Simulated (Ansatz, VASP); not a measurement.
**One calculation of LiGeBr3, two programs**

```xyz
10
Lattice="0.0000 0.0000 5.3710 7.5566 0.0000 0.0000 0.0000 7.5566 0.0000" Properties=species:S:1:pos:R:3 pbc="T T T"
Li    0.0000    3.7783    2.6855
Li    3.7783    0.0000    2.6855
Ge    3.7783    3.7783    0.0000
Ge    0.0000    0.0000    0.0000
Br    6.3144    2.5362    0.0000
Br    5.0204    6.3144    0.0000
Br    3.7783    3.7783    2.6855
Br    1.2421    5.0204    0.0000
Br    2.5362    1.2421    0.0000
Br    0.0000    0.0000    2.6855
```

Alike in both runs: task single point; functional PBE; k mesh 4 × 2 × 2; occupations gaussian, width 0.1 eV; no spin polarisation.

```csv
,VASP,Ansatz
version,VASP 6.6.1,Ansatz 0.2.0
potentials or method,"VASP PAW PBE potentials, release 64 (Li_sv, Ge_d, Br), cutoff 520 eV","scalar-relativistic, plane waves, PAW"
valence electrons in the cell,76,76
```

Ansatz gave:

| Item | Value |
| --- | --- |
| gap on the k mesh at the Fermi level (eV) | 0.98 |
| least direct gap on the mesh (eV) | 0.98 |
| rms of the force components (eV/Å) | 0.009 |

Problem. Estimate VASP's values.

Solution. gap on the k mesh at the Fermi level (eV): 0.98; least direct gap on the mesh (eV): 0.98; rms of the force components (eV/Å): 0.010.

Atom by atom the forces differ by 0.001 eV/Å (rms over components).

Noted on VASP's run: the cutoff is under 1.25 times that of the potentials, so the pressure is a little rough.
